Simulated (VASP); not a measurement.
# MnO2 (P-3m1) in VASP: a series of runs, part 2 of 2

VASP 6.6.1. The steps go on from the part before.

### Step 3. Single point, LDA, collinear spin, ferromagnetic start (11.27 Å³/atom)

This run uses another cell than the first one, of 11.27 Å³/atom.

Input file INCAR:

```
PREC = Accurate
ENCUT = 520
EDIFF = 1E-7
ISMEAR = -1
SIGMA = 0.05
LREAL = F
LASPH = T
NELM = 150
ALGO = Normal
ISIF = 2
LWAVE = F
LCHARG = F
ISPIN = 2
MAGMOM = 4 0 0
LORBIT = 11
LMAXMIX = 4
GGA = CA
NBANDS = 24
```

Input file KPOINTS:

```
Automatic mesh
0
Gamma
  11 11 6
```

Input file POSCAR:

```
MnO2
1.0
    2.8941690462      0.0000000000      0.0000000000
   -1.4470845231      2.5064239170      0.0000000000
    0.0000000000      0.0000000000      4.6619253983
Mn O
1 2
Direct
    0.0000000000      0.0000000000      0.5000000000
    0.3333333333      0.6666666667      0.7062925700
    0.6666666667      0.3333333333      0.2937074300
```

Potentials or basis: VASP PAW LDA potentials, release 64 (Mn_pv, O).

Command:

```sh
$ cat potpaw_LDA.64/Mn_pv/POTCAR potpaw_LDA.64/O/POTCAR > POTCAR
$ mpirun -np 1 vasp_std > vasp.out
```

OUTCAR:

```text
PREC = Accurate
   ENCUT = 520
   EDIFF = 1E-7
   ISMEAR = -1
   LREAL = F
   LASPH = T
   NELM = 150
   ISIF = 2
   ISPIN = 2
   LORBIT = 11
   GGA = CA

 ion  position               nearest neighbor table
   1  0.000  0.000  0.500-   2 1.93   3 1.93   3 1.93   2 1.93   3 1.93   2 1.93
   2  0.333  0.667  0.706-   1 1.93   1 1.93   1 1.93
   3  0.667  0.333  0.294-   1 1.93   1 1.93   1 1.93

  LATTYP: Found a hexagonal cell.
 ALAT       =     2.8941690462
 C/A-ratio  =     1.6107992739

  Lattice vectors:

 A1 = (   2.8941690462,   0.0000000000,   0.0000000000)
 A2 = (  -1.4470845231,   2.5064239170,   0.0000000000)
 A3 = (   0.0000000000,   0.0000000000,   4.6619253983)

Analysis of symmetry for initial positions (statically):
=====================================================================
 Subroutine PRICEL returns:
 Original cell was already a primitive cell.

 Routine SETGRP: Setting up the symmetry group for a
 hexagonal supercell.

 Subroutine GETGRP returns: Found 12 space group operations
 (whereof 12 operations were pure point group operations)
 out of a pool of 24 trial point group operations.

The static configuration has the point symmetry D_3d.

Analysis of symmetry for dynamics (positions and initial velocities):
=====================================================================
 Subroutine PRICEL returns:
 Original cell was already a primitive cell.

 Routine SETGRP: Setting up the symmetry group for a
 hexagonal supercell.

 Subroutine GETGRP returns: Found 12 space group operations
 (whereof 12 operations were pure point group operations)
 out of a pool of 24 trial point group operations.

The dynamic configuration has the point symmetry D_3d.

Analysis of structural, dynamic, and magnetic symmetry:
=====================================================================
 Subroutine PRICEL returns:
 Original cell was already a primitive cell.

 Routine SETGRP: Setting up the symmetry group for a
 hexagonal supercell.

 Subroutine GETGRP returns: Found 12 space group operations
 (whereof 12 operations were pure point group operations)
 out of a pool of 24 trial point group operations.

The overall configuration has the point symmetry D_3d.

 Subroutine INISYM returns: Found 12 space group operations
 (whereof 12 operations are pure point group operations),
 and found     1 'primitive' translations

----------------------------------------------------------------------------------------

                                     Primitive cell

  volume of cell :      33.8177

  direct lattice vectors                    reciprocal lattice vectors
     2.894169046  0.000000000  0.000000000     0.345522319  0.199487404  0.000000000
    -1.447084523  2.506423917  0.000000000     0.000000000  0.398974808  0.000000000
     0.000000000  0.000000000  4.661925398     0.000000000  0.000000000  0.214503647

  length of vectors
     2.894169046  2.894169046  4.661925398     0.398974808  0.398974808  0.214503647

  position of ions in fractional coordinates (direct lattice)
     0.000000000  0.000000000  0.500000000
     0.333333333  0.666666667  0.706292570
     0.666666667  0.333333333  0.293707430

  ion indices of the primitive-cell ions
[... 65 lines left out ...]
   NGXF,Y,Z  is equivalent  to a cutoff of  27.57, 27.57, 25.68 a.u.
 SYSTEM =  unknown system
   PREC   = accura    normal or accurate (medium, high low for compatibility)
   ISTART =      0    job   : 0-new  1-cont  2-samecut
   ICHARG =      2    charge: 1-file 2-atom 10-const
   ISPIN  =      2    spin polarized calculation?
   LNONCOLLINEAR =      F non collinear calculations
   LSORBIT =      F    spin-orbit coupling
   LASPH  =      T    aspherical Exc in radial PAW
   ENCUT  =  520.0 eV  38.22 Ry    6.18 a.u.   5.38  5.38  8.67*2*pi/ulx,y,z
   NELM   =    150;   NELMIN=  2; NELMDL= -5     # of ELM steps
   EDIFF  = 0.1E-06   stopping-criterion for ELM
   LREAL  =      F    real-space projection
   EDIFFG = 0.1E-05   stopping-criterion for IOM
   NSW    =      0    number of steps for IOM
   IBRION =     -1    ionic relax: 0-MD 1-quasi-New 2-CG
   NFREE  =      0    steps in history (QN), initial steepest desc. (CG)
   ISIF   =      2    stress and relaxation
   ISYM   =      2    0-nonsym 1-usesym 2-fastsym
   POTIM  = 0.5000    time-step for ionic-motion
   TEBEG  =    0.0;   TEEND  =   0.0 temperature during run
   PSTRESS=    0.0 pullay stress
   NELECT =      25.0000    total number of electrons
   NUPDOWN=      -1.0000    fix difference up-down
   EMIN   =  10.00;   EMAX   =-10.00  energy-range for DOS
   EFERMI =   0.00;   METHOD = LEGACY
   ISMEAR =    -1;   SIGMA  =   0.05  broadening in eV -4-tet -1-fermi 0-gaus
   EFERMI_NEDOS =   21; number of points for ismear=-14 and -15
   IALGO  =     38    algorithm
   IMIX   =      4    mixing-type and parameters
     AMIX     =   0.40;   BMIX     =  1.00
     AMIX_MAG =   1.60;   BMIX_MAG =  1.00
  volume/ion in A,a.u.               =      11.27        76.07
  Fermi-wavevector in a.u.,A,eV,Ry     =   1.480268  2.797300 29.812982  2.191192
  Thomas-Fermi vector in A             =   2.594323
   LORBIT       =     11    0 simple, 1 ext, 2 COOP (PROOUT), +10 PAW based schemes
   GGA     = CA    functional components
   LHFCALC =     F    Hartree Fock is set to
   AEXX    =    0.0000 exact exchange contribution
   IVDW    =     0    specifies the selected vdW correction
   LEPSILON=     F    determine dielectric tensor
   LRPA    =     F    only Hartree local field effects (RPA)
 spin polarized calculation
  energy-cutoff  :      520.00
  volume of cell :       33.82
 maximum number of plane-waves:       941
 NGX is ok and might be reduce to    24
   NGX = 11   NGY = 11   NGZ = 17

 number of electron      24.9999990 magnetization       2.9994615

 Free energy of the ion-electron system (eV)
  ---------------------------------------------------
  ext. energy  EPLUGINS =         0.00000000
  ---------------------------------------------------
  free energy    TOTEN  =       -26.02839441 eV

  energy without entropy =      -26.02822925  energy(sigma->0) =      -26.02831183

 E-fermi :   2.8935     XC(G=0): -11.2344

 val. band max:        2.6518389004   @ k =   0.0909  -0.0000   0.5000
 cond. band min:       3.1048434601   @ k =   0.0000   0.0000   0.5000
 fundamental gap:      0.4530045596
 Fermi energy:         2.8934891304

 spin component 1

 k-point     1 :       0.0000    0.0000    0.0000
  band No.  band energies     occupation
      1     -47.2037      1.00000
      2     -47.2037      1.00000
      3     -47.1674      1.00000
      4     -16.5632      1.00000
      5     -14.3129      1.00000
      6      -3.4818      1.00000
[... 637 lines left out ...]
     23      22.8030      0.00000
     24      25.0651      0.00000

 [... further k-points ...]

 spin component 2

 k-point     1 :       0.0000    0.0000    0.0000
  band No.  band energies     occupation
      1     -44.3882      1.00000
      2     -44.3882      1.00000
      3     -44.2278      1.00000
      4     -16.3836      1.00000
      5     -14.1752      1.00000
      6      -2.7572      1.00000
[... 637 lines left out ...]
     23      23.4357      0.00000
     24      25.2065      0.00000

 [... further k-points ...]
[... 5 lines left out ...]
  --------------------------------------------------------------------------------------
  -------------------------------------------------------------------------------------
  Total       -3.5140734     -3.5140734     -2.2011091      0.0000000     -0.0000000      0.0000000
  in kB     -166.4859822   -166.4859822   -104.2817736      0.0000000     -0.0000000      0.0000000
  external PRESSURE =    -145.7512460 kB  Pullay stress =       0.0000000 kB

 VOLUME and BASIS-vectors are now :
 -----------------------------------------------------------------------------
  energy-cutoff  :      520.00
  volume of cell :       33.82
      direct lattice vectors                 reciprocal lattice vectors
     2.894169046  0.000000000  0.000000000     0.345522319  0.199487404  0.000000000
    -1.447084523  2.506423917  0.000000000     0.000000000  0.398974808  0.000000000
     0.000000000  0.000000000  4.661925398     0.000000000  0.000000000  0.214503647

 POSITION                                       TOTAL-FORCE (eV/Angst)
 -----------------------------------------------------------------------------------
      0.00000      0.00000      2.33096         0.000000      0.000000      0.000000
     -0.00000      1.67095      3.29268         0.000000     -0.000000     -0.977699
      1.44708      0.83547      1.36924        -0.000000      0.000000      0.977699
 -----------------------------------------------------------------------------------
    total drift:                               -0.000000      0.000000      0.000000

  FREE ENERGIE OF THE ION-ELECTRON SYSTEM (eV)
  ---------------------------------------------------
  free  energy   TOTEN  =       -26.0283944136 eV

  energy  without entropy=      -26.0282292509  energy(sigma->0) =      -26.02831183

 total charge

# of ion       s       p       d       tot
------------------------------------------
    1        0.343   6.436   4.914  11.692
    2        1.570   3.367   0.000   4.937
    3        1.570   3.367   0.000   4.937
--------------------------------------------------
tot          3.482  13.170   4.914  21.566

 magnetization (x)

# of ion       s       p       d       tot
------------------------------------------
    1        0.029   0.034   2.756   2.819
    2        0.004   0.040   0.000   0.044
    3        0.004   0.040   0.000   0.044
--------------------------------------------------
tot          0.037   0.114   2.756   2.907
```

stdout:

```text
POSCAR found type information on POSCAR MnO
 POSCAR found :  2 types and       3 ions
 scaLAPACK will be used
 LDA part: xc-table for (Slater(with rela. corr.)+CA(PZ))
 , standard interpolation
 POSCAR, INCAR and KPOINTS ok, starting setup
 FFT: planning ... GRIDC
 FFT: planning ... GRID_SOFT
 FFT: planning ... GRID
 WAVECAR not read
 entering main loop
```

Run time: 2.8 min. Hardware: 1 thread of Oxide Virtual Turin-like, shared host; peak memory 0.18 GiB.

What came out:

| Item | Value |
| --- | --- |
| Free energy | -26.0284 eV |
| Pressure | -14.6 GPa |
| Largest force | 0.978 eV/Å |
| Band gap on the k mesh | 0.45 eV (least direct gap 0.50 eV) |
| Net moment | 3.00 μB per cell |
| Site moments | Mn +2.82; O +0.04 μB |
| Valence electrons inside the program's atomic spheres | Mn 11.69; O 4.94 |

Forces on the atoms (eV/Å):
```
Mn   0.000  0.000  0.000
O    0.000  0.000 -0.978
O    0.000  0.000  0.978
```

Stress tensor (GPa, compression positive):
```
-16.65   0.00   0.00
  0.00 -16.65   0.00
  0.00   0.00 -10.43
```

Caveat: the stress differs along the axes, from -17 to -10 GPa; a cell with one magnetic atom can't hold antiferromagnetic order, which such compounds often take.

### Step 4. Single point, LDA, collinear spin, ferromagnetic start (11.49 Å³/atom)

This run uses another cell than the first one, of 11.49 Å³/atom.

Input file INCAR:

```
PREC = Accurate ; ENCUT = 520
EDIFF = 1E-7 ; ISMEAR = -1
SIGMA = 0.05 ; LREAL = False
LASPH = True ; NELM = 150
ALGO = Normal ; ISIF = 2
LWAVE = False ; LCHARG = True
ISPIN = 2 ; MAGMOM = 4 0 0
LORBIT = 11 ; LMAXMIX = 4
LELF = True ; LVHAR = True
NBANDS = 24
```

Input file KPOINTS:

```
regular mesh
0
Gamma
  11 11 6
```

Input file POSCAR:

```
MnO2
1.0
    2.9126037410      0.0000000000      0.0000000000
   -1.4563018705      2.5223888309      0.0000000000
    0.0000000000      0.0000000000      4.6916199912
Mn O
1 2
Direct
    0.0000000000      0.0000000000      0.5000000000
    0.3333333333      0.6666666667      0.7062925700
    0.6666666667      0.3333333333      0.2937074300
```

Command:

```sh
$ cat potpaw_LDA.64/Mn_pv/POTCAR potpaw_LDA.64/O/POTCAR > POTCAR
$ mpirun -np 1 vasp_std > vasp.out
```

It took 2.2 min on 1 thread of Oxide Virtual Turin-like, shared host; peak memory 0.18 GiB.

Results (log left out):

```
Free energy                                           : -25.9643 eV
Pressure                                              : -17.4 GPa
Largest force                                         : 1.207 eV/Å
Band gap on the k mesh                                : 0.52 eV (least direct gap 0.57 eV)
Net moment                                            : 3.00 μB per cell
Site moments                                          : Mn +2.84; O +0.04 μB
Valence electrons inside the program's atomic spheres : Mn 11.65; O 4.93
```

Forces on the atoms (eV/Å):
```
Mn   0.000  0.000  0.000
O    0.000  0.000 -1.207
O    0.000  0.000  1.207
```

Stress tensor (GPa, compression positive):
```
-19.89   0.00   0.00
  0.00 -19.89   0.00
  0.00   0.00 -12.42
```

Levels at points of the mesh, in eV from the valence-band top:
Spin up:
| k point | band 12 | band 13 | band 14 | band 15 | band 16 | band 17 |
| --- | --- | --- | --- | --- | --- | --- |
| (0.00, 0.00, 0.00) | -1.42 | -1.13 | -0.33 | 2.51 | 2.51 | 6.50 |
| (0.00, 0.00, 0.50) | -1.46 | -1.46 | -0.05 | 2.55 | 2.55 | 8.58 |
Spin down:
| k point | band 8 | band 9 | band 10 | band 11 | band 12 | band 13 | band 14 | band 15 |
| --- | --- | --- | --- | --- | --- | --- | --- | --- |
| (0.00, 0.00, 0.00) | -4.77 | -1.32 | -1.32 | -0.98 | 0.53 | 0.53 | 2.01 | 3.87 |
| (0.00, 0.00, 0.50) | -4.42 | -2.26 | -1.36 | -1.36 | 0.52 | 0.52 | 2.13 | 3.92 |

Caveat: the stress differs along the axes, from -20 to -12 GPa; a cell with one magnetic atom can't hold antiferromagnetic order, which such compounds often take; forces of over 1 eV/Å act on the atoms, so gaps and moduli don't describe the material at rest. A k mesh can miss the band edges.

### Step 5. Summary

```tsv
cell	gap on the mesh (eV)	pressure (GPa)	moment (μB)	largest force (eV/Å)
a = 2.837, b = 2.837, c = 4.570 Å, angles 90.0, 90.0, 120.0°, 3 atoms	0.23	-3.8	3.00	0.16
a = 2.894, b = 2.894, c = 4.662 Å, angles 90.0, 90.0, 120.0°, 3 atoms	0.45	-14.6	3.00	0.98
a = 2.913, b = 2.913, c = 4.692 Å, angles 90.0, 90.0, 120.0°, 3 atoms	0.52	-17.4	3.00	1.21
```

Alike in all rows: task single point; level LDA; potentials or basis VASP PAW LDA potentials, release 64 (Mn_pv, O); spin collinear, ferromagnetic start; k mesh 11 × 11 × 6; cutoff (eV) 520; smearing fermi-dirac 0.05 eV.

Caveats: a cell with one magnetic atom can't hold antiferromagnetic order, which such compounds often take; the cell stands under tension (at least some runs); the stress differs along the axes, from -17 to -10 GPa (at least some runs); the stress differs along the axes, from -20 to -12 GPa (at least some runs); forces of over 1 eV/Å act on the atoms, so gaps and moduli don't describe the material at rest (at least some runs).

Absolute energies hang on the potentials; compare differences alone.
